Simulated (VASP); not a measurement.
# Zr (Im-3m) in VASP: notebook

Zr is run at these levels: PBE; tasks: electric field gradients.

Everything below comes from runs of VASP 6.6.1. Logs are shortened: lines on timing, memory, paths and dates and some standing lists are left out, and cuts for length are marked.

### Step 1. The cell of the first run

It takes space group Im-3m (No. 229, cubic). The conventional cell has a = 3.559 Å, b = 3.559 Å, c = 3.559 Å, α = 90.00°, β = 90.00°, γ = 90.00°. Zr (site symmetry m-3m) has 14 Zr at 3.08 to 3.56 Å within 4.1 Å.

### Step 2. Electric field gradients, PBE (volume scaled by 0.95)

Contents of INCAR:

```
ALGO     = Normal         # electronic algorithm
EDIFF    = 1E-8           # SCF threshold, eV
ENCUT    = 520            # plane-wave cutoff, eV
GGA      = PE             # functional
ISIF     = 2              # what is computed and relaxed
ISMEAR   = -1             # smearing method
LASPH    = T              # aspherical terms in the spheres
LCHARG   = F              # write CHGCAR
LEFG     = T            
LREAL    = F              # projectors in reciprocal space
LWAVE    = F              # write WAVECAR
NBANDS   = 12             # bands
NELM     = 80             # most SCF steps
PREC     = Accurate       # precision mode
SIGMA    = 0.08           # smearing width, eV
```

Contents of KPOINTS:

```
k-points
0
Gamma
  14 14 14
```

Contents of POSCAR:

```
Zr
1.0
   -1.7793161062      1.7793161062      1.7793161062
    1.7793161062     -1.7793161062      1.7793161062
    1.7793161062      1.7793161062     -1.7793161062
Zr
1
Direct
    0.0000000000      0.0000000000      0.0000000000
```

Potentials or basis: VASP PAW PBE potentials, release 64 (Zr_sv).

Started as:

```bash
$ cat potpaw_PBE.64/Zr_sv/POTCAR > POTCAR
$ mpirun -np 1 vasp_std > vasp.out
```

OUTCAR:

```text
EDIFF = 1E-8
   ENCUT = 520
   GGA = PE
   ISIF = 2
   ISMEAR = -1
   LASPH = T
   LREAL = F
   NELM = 80
   PREC = Accurate

 ion  position               nearest neighbor table
   1  0.000  0.000  0.000-

  LATTYP: Found a body centered cubic cell.
 ALAT       =     3.5586322124

  Lattice vectors:

 A1 = (  -1.7793161062,   1.7793161062,   1.7793161062)
 A2 = (   1.7793161062,  -1.7793161062,   1.7793161062)
 A3 = (   1.7793161062,   1.7793161062,  -1.7793161062)

Analysis of symmetry for initial positions (statically):
=====================================================================
 Subroutine PRICEL returns:
 Original cell was already a primitive cell.

 Routine SETGRP: Setting up the symmetry group for a
 body centered cubic supercell.

 Subroutine GETGRP returns: Found 48 space group operations
 (whereof 48 operations were pure point group operations)
 out of a pool of 48 trial point group operations.

The static configuration has the point symmetry O_h .

Analysis of symmetry for dynamics (positions and initial velocities):
=====================================================================
 Subroutine PRICEL returns:
 Original cell was already a primitive cell.

 Routine SETGRP: Setting up the symmetry group for a
 body centered cubic supercell.

 Subroutine GETGRP returns: Found 48 space group operations
 (whereof 48 operations were pure point group operations)
 out of a pool of 48 trial point group operations.

The dynamic configuration has the point symmetry O_h .

 Subroutine INISYM returns: Found 48 space group operations
 (whereof 48 operations are pure point group operations),
 and found     1 'primitive' translations

----------------------------------------------------------------------------------------

                                     Primitive cell

  volume of cell :      22.5330

  direct lattice vectors                    reciprocal lattice vectors
    -1.779316106  1.779316106  1.779316106     0.000000000  0.281006842  0.281006842
     1.779316106 -1.779316106  1.779316106     0.281006842  0.000000000  0.281006842
     1.779316106  1.779316106 -1.779316106     0.281006842  0.281006842  0.000000000

  length of vectors
     3.081865899  3.081865899  3.081865899     0.397403687  0.397403687  0.397403687

  position of ions in fractional coordinates (direct lattice)
     0.000000000  0.000000000  0.000000000

  ion indices of the primitive-cell ions
   primitive index   ion index
                 1           1

----------------------------------------------------------------------------------------

 KPOINTS: k-points

Automatic generation of k-mesh.
 Grid dimensions read from file:
 generate k-points for:   14   14   14

 Generating k-lattice:

  Cartesian coordinates                     Fractional coordinates (reciprocal lattice)
     0.000000000  0.020071917  0.020071917     0.071428571  0.000000000  0.000000000
     0.020071917  0.000000000  0.020071917     0.000000000  0.071428571  0.000000000
     0.020071917  0.020071917  0.000000000     0.000000000  0.000000000  0.071428571

  Length of vectors
     0.028385978  0.028385978  0.028385978

  Shift w.r.t. Gamma in fractional coordinates (k-lattice)
     0.000000000  0.000000000  0.000000000

 Subroutine IBZKPT returns following result:
 ===========================================

 Found    104 irreducible k-points:

 Following reciprocal coordinates:
            Coordinates               Weight
  0.000000  0.000000  0.000000      1.000000
  0.071429  0.000000  0.000000     12.000000
  0.142857  0.000000  0.000000     12.000000
  0.214286  0.000000  0.000000     12.000000
  0.285714  0.000000  0.000000     12.000000
  0.357143  0.000000  0.000000     12.000000
[... 16 lines left out ...]
  0.285714  0.285714  0.000000     24.000000
  0.357143  0.285714  0.000000     24.000000
 [... further k-points ...]
   k-points           NKPTS =    104   k-points in BZ     NKDIM =    104   number of bands    NBANDS=     12
   number of dos      NEDOS =    301   number of ions     NIONS =      1
   total plane-waves  NPLWV =  13824
   dimension x,y,z NGX =    24 NGY =   24 NGZ =   24
   dimension x,y,z NGXF=    48 NGYF=   48 NGZF=   48
   ions per type =               1
   NGX,Y,Z   is equivalent  to a cutoff of  12.95, 12.95, 12.95 a.u.
   NGXF,Y,Z  is equivalent  to a cutoff of  25.89, 25.89, 25.89 a.u.
 SYSTEM =  unknown system
   PREC   = accura    normal or accurate (medium, high low for compatibility)
   ISTART =      0    job   : 0-new  1-cont  2-samecut
   ICHARG =      2    charge: 1-file 2-atom 10-const
   ISPIN  =      1    spin polarized calculation?
   LNONCOLLINEAR =      F non collinear calculations
   LSORBIT =      F    spin-orbit coupling
   LASPH  =      T    aspherical Exc in radial PAW
   ENCUT  =  520.0 eV  38.22 Ry    6.18 a.u.   5.73  5.73  5.73*2*pi/ulx,y,z
   NELM   =     80;   NELMIN=  2; NELMDL= -5     # of ELM steps
   EDIFF  = 0.1E-07   stopping-criterion for ELM
   LREAL  =      F    real-space projection
   EDIFFG = 0.1E-06   stopping-criterion for IOM
   NSW    =      0    number of steps for IOM
   IBRION =     -1    ionic relax: 0-MD 1-quasi-New 2-CG
   NFREE  =      0    steps in history (QN), initial steepest desc. (CG)
   ISIF   =      2    stress and relaxation
   ISYM   =      2    0-nonsym 1-usesym 2-fastsym
   POTIM  = 0.5000    time-step for ionic-motion
   TEBEG  =    0.0;   TEEND  =   0.0 temperature during run
   PSTRESS=    0.0 pullay stress
   NELECT =      12.0000    total number of electrons
   NUPDOWN=      -1.0000    fix difference up-down
   EMIN   =  10.00;   EMAX   =-10.00  energy-range for DOS
   EFERMI =   0.00;   METHOD = LEGACY
   ISMEAR =    -1;   SIGMA  =   0.08  broadening in eV -4-tet -1-fermi 0-gaus
   EFERMI_NEDOS =   21; number of points for ismear=-14 and -15
   IALGO  =     38    algorithm
   IMIX   =      4    mixing-type and parameters
     AMIX     =   0.40;   BMIX     =  1.00
     AMIX_MAG =   1.60;   BMIX_MAG =  1.00
  volume/ion in A,a.u.               =      22.53       152.06
  Fermi-wavevector in a.u.,A,eV,Ry     =   1.326973  2.507616 23.957924  1.760858
  Thomas-Fermi vector in A             =   2.456320
   LORBIT       =      0    0 simple, 1 ext, 2 COOP (PROOUT), +10 PAW based schemes
   GGA     = PE    functional components
   LHFCALC =     F    Hartree Fock is set to
   AEXX    =    0.0000 exact exchange contribution
   IVDW    =     0    specifies the selected vdW correction
   LEPSILON=     F    determine dielectric tensor
   LRPA    =     F    only Hartree local field effects (RPA)
 non-spin polarized calculation
  energy-cutoff  :      520.00
  volume of cell :       22.53
 maximum number of plane-waves:       623
   NGX = 11   NGY = 11   NGZ = 11

 number of electron      12.0000000 magnetization

 Free energy of the ion-electron system (eV)
  ---------------------------------------------------
  ext. energy  EPLUGINS =         0.00000000
  ---------------------------------------------------
  free energy    TOTEN  =        -8.45378386 eV

  energy without entropy =       -8.41637324  energy(sigma->0) =       -8.43507855

 E-fermi :   9.0768     XC(G=0): -11.2253

 val. band max:        9.0740169691   @ k =   0.5000   0.5000   0.1429
 cond. band min:       9.0786186978   @ k =   0.2857   0.2857   0.0000
 fundamental gap:      0.0046017287
 Fermi energy:         9.0767922612

 k-point     1 :       0.0000    0.0000    0.0000
  band No.  band energies     occupation
      1     -39.3513      2.00000
      2     -16.8164      2.00000
      3     -16.8164      2.00000
      4     -16.8164      2.00000
      5       3.6565      2.00000
      6      10.2165      0.00000
      7      10.2165      0.00000
      8      10.2165      0.00000
      9      12.7752      0.00000
     10      12.7752      0.00000
     11      21.5722      0.00000
     12      21.5722      0.00000

 k-point     2 :       0.0714    0.0000    0.0000
  band No.  band energies     occupation
      1     -39.3429      2.00000
      2     -16.8734      2.00000
      3     -16.8336      2.00000
      4     -16.8168      2.00000
      5       3.8366      2.00000
      6      10.0950      0.00001
      7      10.1754      0.00000
      8      10.3913      0.00000
      9      12.5872      0.00000
     10      12.7731      0.00000
     11      21.7316      0.00000
     12      21.8973      0.00000
[... 316 lines left out ...]
 k-point    24 :       0.3571    0.2857    0.0000
  band No.  band energies     occupation
      1     -39.1577      2.00000
      2     -17.6358      2.00000
      3     -17.4712      2.00000
      4     -16.9491      2.00000
      5       7.6393      2.00000
      6       8.5151      1.99822
      7       8.9445      1.67878
      8      12.9576      0.00000
      9      13.3904      0.00000
     10      17.8766      0.00000
     11      18.3448      0.00000
     12      19.8089      0.00000

 [... further k-points ...]
[... 5 lines left out ...]
  --------------------------------------------------------------------------------------
  -------------------------------------------------------------------------------------
  Total        0.1816970      0.1816970      0.1816970      0.0000000     -0.0000000      0.0000000
  in kB       12.9193033     12.9193033     12.9193033      0.0000000     -0.0000000      0.0000000
  external PRESSURE =      12.9193033 kB  Pullay stress =       0.0000000 kB

 VOLUME and BASIS-vectors are now :
 -----------------------------------------------------------------------------
  energy-cutoff  :      520.00
  volume of cell :       22.53
      direct lattice vectors                 reciprocal lattice vectors
    -1.779316106  1.779316106  1.779316106     0.000000000  0.281006842  0.281006842
     1.779316106 -1.779316106  1.779316106     0.281006842  0.000000000  0.281006842
     1.779316106  1.779316106 -1.779316106     0.281006842  0.281006842  0.000000000

 POSITION                                       TOTAL-FORCE (eV/Angst)
 -----------------------------------------------------------------------------------
      0.00000      0.00000      0.00000         0.000000     -0.000000      0.000000
 -----------------------------------------------------------------------------------
    total drift:                                0.000000      0.000000      0.000000

  FREE ENERGIE OF THE ION-ELECTRON SYSTEM (eV)
  ---------------------------------------------------
  free  energy   TOTEN  =        -8.4537838608 eV

  energy  without entropy=       -8.4163732434  energy(sigma->0) =       -8.43507855

 Electric field gradients (V/A^2)
---------------------------------------------------------------------
 ion       V_xx      V_yy      V_zz      V_xy      V_xz      V_yz
---------------------------------------------------------------------
   1      -0.000     0.000     0.000    -0.000    -0.000    -0.000
---------------------------------------------------------------------

 Electric field gradients after diagonalization (V/A^2)
 (convention: |V_zz| > |V_xx| > |V_yy|)
----------------------------------------------------------------------
 ion       V_xx      V_yy      V_zz     asymmetry (V_yy - V_xx)/ V_zz
----------------------------------------------------------------------
   1       0.000     0.000    -0.000       0.000
----------------------------------------------------------------------

           NMR quadrupolar parameters

 Cq : quadrupolar parameter    Cq=e*Q*V_zz/h
 eta: asymmetry parameters     (V_yy - V_xx)/ V_zz
 Q  : nuclear electric quadrupole moment in mb (millibarn)
----------------------------------------------------------------------
 ion       Cq(MHz)       eta       Q (mb)
----------------------------------------------------------------------
   1      -0.000       0.000       1.000
----------------------------------------------------------------------
```

It took 11 s on 1 thread of Intel Xeon Platinum 8488C (Sapphire Rapids), shared host; peak memory 0.15 GiB.

What came out:

- Free energy: -8.4538 eV
- Pressure: 1.3 GPa
- Band gap on the k mesh: zero (band 6 reaches 10.22 eV, above the bottom of band 7 at 8.42 eV)

Caveat: the cell differs from its parent crystal (volume scaled by 0.95); without QUAD_EFG the Cq values of the log hold for a quadrupole moment of 1 mb, not for the nuclei.

### Step 3. Electric field gradients, PBE

This run uses another cell than the first one, of 23.72 Å³/atom, 1.053 times its volume.

Contents of INCAR:

```
  PREC = Accurate
  ENCUT = 520
  EDIFF = 1E-8
  ISMEAR = -1
  SIGMA = 0.08
  LREAL = False
  LASPH = True
  NELM = 80
  ALGO = Normal
  ISIF = 2
  LWAVE = False
  LCHARG = False
  GGA = PE
  LEFG = True
  NBANDS = 12
```

Contents of KPOINTS:

```
Automatic mesh
0
Gamma
  14 14 14
```

Contents of POSCAR:

```
Zr
1.0
   -1.8100000000      1.8100000000      1.8100000000
    1.8100000000     -1.8100000000      1.8100000000
    1.8100000000      1.8100000000     -1.8100000000
Zr
1
Direct
    0.0000000000      0.0000000000      0.0000000000
```

Potentials or basis: VASP PAW PBE potentials, release 64 (Zr_sv).

Started as:

```bash
$ cat potpaw_PBE.64/Zr_sv/POTCAR > POTCAR
$ mpirun -np 1 vasp_std > vasp.out
```

OUTCAR:

```text
PREC = Accurate
   ENCUT = 520
   EDIFF = 1E-8
   ISMEAR = -1
   LREAL = False
   LASPH = True
   NELM = 80
   ISIF = 2
   GGA = PE

 ion  position               nearest neighbor table
   1  0.000  0.000  0.000-

  LATTYP: Found a body centered cubic cell.
 ALAT       =     3.6200000000

  Lattice vectors:

 A1 = (  -1.8100000000,   1.8100000000,   1.8100000000)
 A2 = (   1.8100000000,  -1.8100000000,   1.8100000000)
 A3 = (   1.8100000000,   1.8100000000,  -1.8100000000)

Analysis of symmetry for initial positions (statically):
=====================================================================
 Subroutine PRICEL returns:
 Original cell was already a primitive cell.

 Routine SETGRP: Setting up the symmetry group for a
 body centered cubic supercell.

 Subroutine GETGRP returns: Found 48 space group operations
 (whereof 48 operations were pure point group operations)
 out of a pool of 48 trial point group operations.

The static configuration has the point symmetry O_h .

Analysis of symmetry for dynamics (positions and initial velocities):
=====================================================================
 Subroutine PRICEL returns:
 Original cell was already a primitive cell.

 Routine SETGRP: Setting up the symmetry group for a
 body centered cubic supercell.

 Subroutine GETGRP returns: Found 48 space group operations
 (whereof 48 operations were pure point group operations)
 out of a pool of 48 trial point group operations.

The dynamic configuration has the point symmetry O_h .

 Subroutine INISYM returns: Found 48 space group operations
[... 150 lines left out ...]
  band No.  band energies     occupation
      1     -40.0255      2.00000
      2     -17.5641      2.00000
      3     -17.5641      2.00000
      4     -17.5641      2.00000
      5       3.1711      2.00000
      6       9.6209      0.00000
      7       9.6209      0.00000
      8       9.6209      0.00000
      9      12.0407      0.00000
     10      12.0407      0.00000
     11      20.8340      0.00000
     12      20.8340      0.00000
[... 331 lines left out ...]
 k-point    24 :       0.3571    0.2857    0.0000
  band No.  band energies     occupation
      1     -39.8691      2.00000
      2     -18.2591      2.00000
      3     -18.1195      2.00000
      4     -17.6766      2.00000
      5       7.1598      2.00000
      6       7.9710      1.99758
      7       8.3437      1.77353
      8      12.1950      0.00000
      9      12.5920      0.00000
     10      16.7916      0.00000
     11      17.2520      0.00000
     12      18.6755      0.00000

 [... further k-points ...]
[... 5 lines left out ...]
  --------------------------------------------------------------------------------------
  -------------------------------------------------------------------------------------
  Total       -0.4469507     -0.4469507     -0.4469507      0.0000000      0.0000000      0.0000000
  in kB      -30.1907893    -30.1907893    -30.1907893      0.0000000      0.0000000      0.0000000
  external PRESSURE =     -30.1907893 kB  Pullay stress =       0.0000000 kB

 VOLUME and BASIS-vectors are now :
 -----------------------------------------------------------------------------
  energy-cutoff  :      520.00
  volume of cell :       23.72
      direct lattice vectors                 reciprocal lattice vectors
    -1.810000000  1.810000000  1.810000000     0.000000000  0.276243094  0.276243094
     1.810000000 -1.810000000  1.810000000     0.276243094  0.000000000  0.276243094
     1.810000000  1.810000000 -1.810000000     0.276243094  0.276243094  0.000000000

 POSITION                                       TOTAL-FORCE (eV/Angst)
 -----------------------------------------------------------------------------------
      0.00000      0.00000      0.00000         0.000000      0.000000     -0.000000
 -----------------------------------------------------------------------------------
    total drift:                                0.000000      0.000000      0.000000

  FREE ENERGIE OF THE ION-ELECTRON SYSTEM (eV)
  ---------------------------------------------------
  free  energy   TOTEN  =        -8.4473400513 eV

  energy  without entropy=       -8.4063146247  energy(sigma->0) =       -8.42682734

 Electric field gradients (V/A^2)
---------------------------------------------------------------------
 ion       V_xx      V_yy      V_zz      V_xy      V_xz      V_yz
---------------------------------------------------------------------
   1       0.000    -0.000    -0.000    -0.000    -0.000    -0.000
---------------------------------------------------------------------

 Electric field gradients after diagonalization (V/A^2)
 (convention: |V_zz| > |V_xx| > |V_yy|)
----------------------------------------------------------------------
 ion       V_xx      V_yy      V_zz     asymmetry (V_yy - V_xx)/ V_zz
----------------------------------------------------------------------
   1       0.000     0.000    -0.000       0.000
----------------------------------------------------------------------

           NMR quadrupolar parameters

 Cq : quadrupolar parameter    Cq=e*Q*V_zz/h
 eta: asymmetry parameters     (V_yy - V_xx)/ V_zz
 Q  : nuclear electric quadrupole moment in mb (millibarn)
----------------------------------------------------------------------
 ion       Cq(MHz)       eta       Q (mb)
----------------------------------------------------------------------
   1      -0.000       0.000       1.000
----------------------------------------------------------------------
```

stdout:

```text
POSCAR found type information on POSCAR Zr
 POSCAR found :  1 types and       1 ions
 scaLAPACK will be used
 LDA part: xc-table for (Slater+PW92), standard interpolation
 POSCAR, INCAR and KPOINTS ok, starting setup
 FFT: planning ... GRIDC
 FFT: planning ... GRID_SOFT
 FFT: planning ... GRID
 WAVECAR not read
 entering main loop
ion   1
```

Wall time 12 s (1 thread of Intel Xeon Platinum 8488C (Sapphire Rapids), shared host); peak memory 0.15 GiB.

What came out:

| Property | Result |
| --- | --- |
| Free energy | -8.4473 eV |
| Pressure | -3.0 GPa |
| Band gap on the k mesh | zero (band 6 reaches 9.62 eV, above the bottom of band 7 at 7.88 eV) |

Caveat: without QUAD_EFG the Cq values of the log hold for a quadrupole moment of 1 mb, not for the nuclei.

(Continued in part 2 of 2.)
